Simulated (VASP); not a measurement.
# SnO2: single point with LDA

SnO2:

```
CELL_PARAMETERS angstrom
4.72229 0.00000 0.00000
0.00000 4.72287 0.00000
0.00000 0.00000 3.19040
ATOMIC_POSITIONS crystal
Sn 0.50000 0.50000 0.50000
Sn 0.00000 0.00000 0.00000
O 0.30598 0.26726 0.00000
O 0.80598 0.23274 0.50000
O 0.19402 0.76726 0.50000
O 0.69402 0.73274 0.00000
```

This cell differs from its parent crystal: atoms shifted along a free coordinate.

```
Program             : VASP 6.6.1
Task                : single point
Functional          : LDA
Potentials or basis : VASP PAW LDA potentials, release 64 (Sn_d, O)
Cutoff              : 520 eV
k mesh              : 6 × 6 × 8
Occupations         : gaussian, width 0.05 eV
Spin                : no spin polarisation
```

```
Pressure               : 1.7 GPa
Largest force          : 2.848 eV/Å
Band gap on the k mesh : 1.09 eV
```

Forces on the atoms (eV/Å):
```
Sn   0.000  0.000  0.000
Sn   0.000  0.000  0.000
O    1.956  2.069  0.000
O    1.956 -2.069  0.000
O   -1.956  2.069  0.000
O   -1.956 -2.069  0.000
```

Stress tensor (GPa, compression positive):
```
 8.17  0.00  0.00
 0.00  0.43  0.00
 0.00  0.00 -3.40
```

Levels at points of the mesh, in eV from the valence-band top:
| k point | band 24 | band 25 | band 26 | band 27 | band 28 | band 29 |
| --- | --- | --- | --- | --- | --- | --- |
| (0.00, 0.00, 0.00) | -0.68 | -0.58 | 0.00 | 1.09 | 6.07 | 6.09 |
| (0.50, 0.00, 0.00) | -1.07 | -0.44 | -0.44 | 4.55 | 4.55 | 7.65 |
| (0.00, 0.50, 0.00) | -1.06 | -0.32 | -0.32 | 4.38 | 4.38 | 7.02 |
| (0.50, 0.50, 0.00) | -1.24 | -0.71 | -0.71 | 5.29 | 5.29 | 7.60 |
| (0.00, 0.00, 0.50) | -1.63 | -1.03 | -1.03 | 5.85 | 5.85 | 9.01 |
| (0.50, 0.00, 0.50) | -1.13 | -0.38 | -0.38 | 6.11 | 6.11 | 7.40 |
| (0.00, 0.50, 0.50) | -0.80 | -0.74 | -0.74 | 6.24 | 6.24 | 7.47 |
| (0.50, 0.50, 0.50) | -0.64 | -0.61 | -0.61 | 3.83 | 3.83 | 9.36 |

Wall time 3.7 min on 1 thread of Intel Xeon 8259CL, with other jobs on the host, peak memory 0.26 GiB.

Caveat: the cell differs from its parent crystal (atoms shifted along a free coordinate); spin-orbit coupling is left out, which moves the levels of the heavy elements; forces of over 1 eV/Å act on the atoms, so gaps and moduli don't describe the material at rest.
